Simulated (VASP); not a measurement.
The system is SnO2.

```
Sn O
1.0
     4.78800    0.00000    0.00000
     0.00000    4.86658    0.00000
     0.00000    0.00000    3.24090
Sn O
2 4
Direct
  0.50000 0.50000 0.50000
  0.00000 0.00000 0.00000
  0.29185 0.32104 0.00000
  0.79185 0.17896 0.50000
  0.20814 0.82104 0.50000
  0.70815 0.67896 0.00000
```

```yaml
Program: VASP 6.6.1
Task: relaxation of cell and atoms
Functional: PBEsol
Dispersion: D3(BJ)
Potentials_or_basis: VASP PAW PBE potentials, release 64 (Sn_d, O)
Cutoff: 600 eV
k_mesh: 6 × 4 × 6
Occupations: gaussian, width 0.01 eV
Spin: no spin polarisation
```

At the start: pressure -8.3 GPa; volume 12.59 Å³/atom.

**Question.** Where does the relaxation end?

**Answer.** Over 51 steps the energy falls by 16.6 meV/atom and the volume is 12.04 Å³/atom (-4.4 %); space group Pnnm (No. 58, to 0.1 Å) before, P4_2/mnm (No. 136, to 0.1 Å).

The path:
| step | energy change (eV) | largest force (eV/Å) | pressure (GPa) | volume (Å³) |
| --- | --- | --- | --- | --- |
| 1 | 0.0000 | 0.1060 | -8.25 | 75.52 |
| 3 | -0.0880 | 0.1369 | -0.17 | 72.32 |
| 5 | -0.0922 | 0.0432 | 0.13 | 72.06 |
| 7 | -0.0927 | 0.0450 | -0.16 | 72.14 |
| 9 | -0.0930 | 0.0408 | -0.37 | 72.22 |
| 11 | -0.0935 | 0.0979 | 0.18 | 72.06 |
| 13 | -0.0942 | 0.0630 | 0.12 | 72.09 |
| 15 | -0.0961 | 0.0494 | 0.93 | 71.84 |
| 17 | -0.0970 | 0.0732 | 0.54 | 71.99 |
| 19 | -0.0980 | 0.0908 | -0.11 | 72.24 |
| 21 | -0.0983 | 0.0860 | -0.50 | 72.48 |
| 23 | -0.0992 | 0.0181 | -0.07 | 72.28 |
| 25 | -0.0994 | 0.0126 | 0.02 | 72.23 |
| 27 | -0.0994 | 0.0093 | -0.02 | 72.23 |
| 29 | -0.0994 | 0.0101 | 0.01 | 72.22 |
| 31 | -0.0995 | 0.0085 | 0.25 | 72.13 |
| 33 | -0.0995 | 0.0089 | 0.16 | 72.17 |
| 35 | -0.0996 | 0.0070 | 0.07 | 72.19 |
| 37 | -0.0997 | 0.0022 | -0.15 | 72.29 |
| 39 | -0.0998 | 0.0081 | 0.04 | 72.24 |
| 41 | -0.0998 | 0.0058 | -0.03 | 72.26 |
| 43 | -0.0998 | 0.0068 | 0.01 | 72.25 |
| 45 | -0.0999 | 0.0047 | 0.01 | 72.24 |
| 47 | -0.0999 | 0.0093 | 0.00 | 72.24 |
| 49 | -0.0999 | 0.0115 | 0.00 | 72.23 |
| 51 | -0.0999 | 0.0025 | 0.05 | 72.23 |

Final structure:
```cif
data_structure
_symmetry_space_group_name_H-M 'P 1'
_symmetry_Int_Tables_number 1
_cell_length_a 4.7449
_cell_length_b 4.7460
_cell_length_c 3.2073
_cell_angle_alpha 90.000
_cell_angle_beta 90.000
_cell_angle_gamma 90.000
_cell_volume 72.23
loop_
_atom_site_label
_atom_site_type_symbol
_atom_site_fract_x
_atom_site_fract_y
_atom_site_fract_z
_atom_site_occupancy
Sn1 Sn 0.50000 0.50000 0.50000 1
Sn2 Sn 0.00000 0.00000 0.00000 1
O1 O 0.30577 0.30624 0.00000 1
O2 O 0.80577 0.19376 0.50000 1
O3 O 0.19423 0.80624 0.50000 1
O4 O 0.69423 0.69376 0.00000 1
```

Caveat: the PAW data sets were made with another functional, which shifts forces and pressure a little.
